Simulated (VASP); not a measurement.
Here is a VASP 6.6.1 calculation.

The input INCAR:

```
PREC = Accurate ; ENCUT = 520
EDIFF = 1E-7 ; ISMEAR = -1
SIGMA = 0.05 ; LREAL = F
LASPH = T ; NELM = 100
ALGO = Normal ; ISIF = 2
LWAVE = F ; LCHARG = F
GGA = PE ; NBANDS = 12
```

The input KPOINTS:

```
regular mesh
0
Gamma
  16 16 16
```

POSCAR

```
Ta
1.0
   -1.6548142272      1.6548142272      1.6548142272
    1.6548142272     -1.6548142272      1.6548142272
    1.6548142272      1.6548142272     -1.6548142272
Ta
1
Direct
    0.0000000000      0.0000000000      0.0000000000
```

Potentials or basis: VASP PAW PBE potentials, release 64 (Ta_pv).

Launch:

```sh
$ cat potpaw_PBE.64/Ta_pv/POTCAR > POTCAR
$ mpirun -np 1 vasp_std > vasp.out
```

(1) Predict the pressure.

## Answers

(1) 2.1 GPa.
